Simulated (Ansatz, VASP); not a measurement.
# Zr: VASP beside Ansatz

```
Zr
1.0
    -1.73146    1.73146    1.73146
     1.73146   -1.73146    1.73146
     1.73146    1.73146   -1.73146
Zr
1
Direct
  0.00000 0.00000 0.00000
```

Change from the starting cell: volume scaled by 0.95, LAPW.

Alike in both runs: task single point; functional PBEsol; k mesh 15 × 15 × 15; occupations fermi-dirac, width 0.08 eV; no spin polarisation.

|  | VASP | Ansatz |
| --- | --- | --- |
| version | VASP 6.6.1 | Ansatz 0.2.0 |
| potentials or method | VASP PAW PBE potentials, release 64 (Zr_sv), cutoff 520 eV | all-electron LAPW, scalar-relativistic |

|  | VASP | Ansatz | Ansatz less VASP |
| --- | --- | --- | --- |
| pressure (GPa) | 5.1 | 5.1 | -0.08 |

VASP's potentials were made for PBE, not for PBEsol. Ansatz ran all-electron here, and VASP with PAW potentials.
